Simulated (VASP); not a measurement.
Crystal: Sn.

```xyz
1
Lattice="3.1155 0.0000 0.0000 0.0000 3.1155 0.0000 0.0000 0.0000 3.1155" Properties=species:S:1:pos:R:3 pbc="T T T"
Sn    0.0000    0.0000    0.0000
```

| Property | Result |
| --- | --- |
| Program | VASP 6.6.1 |
| Task | relaxation of cell and atoms |
| Functional | PBEsol |
| Potentials or basis | VASP PAW PBE potentials, release 64 (Sn_d) |
| Cutoff | 600 eV |
| k mesh | 14 × 14 × 14 |
| Occupations | fermi-dirac, width 0.1 eV |
| Spin | no spin polarisation |

At the start: pressure -3.6 GPa; volume 30.24 Å³/atom.

Task: Where does the relaxation end?

Result: Over 3 steps the energy falls by 28.3 meV/atom and the volume is 27.90 Å³/atom (-7.7 %); space group Pm-3m (No. 221, to 0.05 Å).

Step by step:
```tsv
step	energy change (eV)	largest force (eV/Å)	pressure (GPa)	volume (Å³)
1	0.0000	0.0000	-3.56	30.24
2	-0.0266	0.0000	1.07	27.39
3	-0.0283	0.0000	0.03	27.90
```

Final structure:
```
Sn
1.0
     3.03296    0.00000    0.00000
     0.00000    3.03296    0.00000
     0.00000    0.00000    3.03296
Sn
1
Direct
  0.00000 0.00000 0.00000
```

Caveat: the PAW data sets were made with another functional, which shifts forces and pressure a little.
